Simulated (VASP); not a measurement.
Write the native input for VASP 6.6.1 that does the following.

| Quantity | Value |
| --- | --- |
| Task | single point |
| Functional | PBE |
| Potentials or basis | VASP PAW PBE potentials, release 64 (C) |
| Cutoff | 520 eV |
| k mesh | 10 × 10 × 3 |
| Occupations | gaussian, width 0.05 eV |
| Spin | no spin polarisation |
| Dipole correction | no |
| Further INCAR settings | ALGO = Normal; EDIFF = 1e-06; NBANDS = 31; ISYM = 0 |

The structure of C lies in POSCAR:

```
C
1.0
   -2.5194924611      0.0000000000      0.0000000000
   -1.2597462306     -2.1819444760      0.0000000000
    1.2597462306      0.7273148253     10.3668212017
C
10
Direct
    0.0248251803      0.0248251803      0.0744755410
    0.9751748197      0.9751748197      0.9255244590
    0.1086818835      0.1086818835      0.3260456505
    0.8913181165      0.8913181165      0.6739543495
    0.1583664656      0.1583664656      0.4750993967
    0.8416335344      0.8416335344      0.5249006033
    0.3748589408      0.3748589408      0.1245768224
    0.6251410592      0.6251410592      0.8754231776
    0.4253197623      0.4253197623      0.2759592868
    0.5746802377      0.5746802377      0.7240407132
```

One way to write it, as run:

INCAR

```
  PREC = Accurate
  ENCUT = 520
  EDIFF = 1E-6
  ISMEAR = 0
  SIGMA = 0.05
  LREAL = F
  LASPH = T
  NELM = 100
  ALGO = Normal
  ISIF = 2
  LWAVE = F
  LCHARG = F
  GGA = PE
  NBANDS = 31
  ISYM = 0
```

KPOINTS

```
regular mesh
0
Gamma
  10 10 3
```

Potentials or basis: VASP PAW PBE potentials, release 64 (C).

Launch:

```console
$ cat potpaw_PBE.64/C/POTCAR > POTCAR
$ mpirun -np 1 vasp_std > vasp.out
```

Results of the run:

* Pressure: 0.7 GPa
* Largest force: 0.004 eV/Å
* Band gap on the k mesh: 4.46 eV (least direct gap 5.34 eV)

Caveat: an odd mesh through Γ misses points on the zone boundary, where band edges can lie.

Run time: 3.5 min on 1 thread of Intel(R) Xeon(R) Platinum 8488C (Sapphire Rapids), with other jobs on the host, peak memory 0.28 GiB.
